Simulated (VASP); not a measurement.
The system is C.

```
C
1.0
     0.00000    1.74202    1.74202
     1.74202    0.00000    1.74202
     1.74202    1.74202    0.00000
C
2
Direct
  0.50000 0.50000 0.50000
  0.75000 0.75000 0.75000
```

This cell differs from its parent crystal: volume scaled by 0.96.

Base run:

- Program: VASP 6.6.1
- Functional: LDA
- Potentials or basis: VASP PAW LDA potentials, release 64 (C)
- Cutoff: 520 eV
- k mesh: 13 × 13 × 13
- Occupations: fermi-dirac, width 0.05 eV
- Spin: no spin polarisation

Its results: band gap on the k mesh 4.28 eV, indirect (least direct gap 5.74 eV); pressure 22.4 GPa.

**Question.** The run is repeated on the same cell with these changes: potentials or basis from VASP PAW LDA potentials, release 64 (C) to VASP PAW LDA potentials, release 64 (C_h); cutoff from 520 eV to 910 eV. What comes out?

**Answer.** Band gap on the k mesh 4.28 eV, indirect (least direct gap 5.74 eV); pressure 21.3 GPa.

Caveats: the cutoff is under 1.25 times the usual one of these potentials, so pressure, stress and relaxed cells hold a basis-set (Pulay) error (some runs).

A k mesh can miss the band edges.
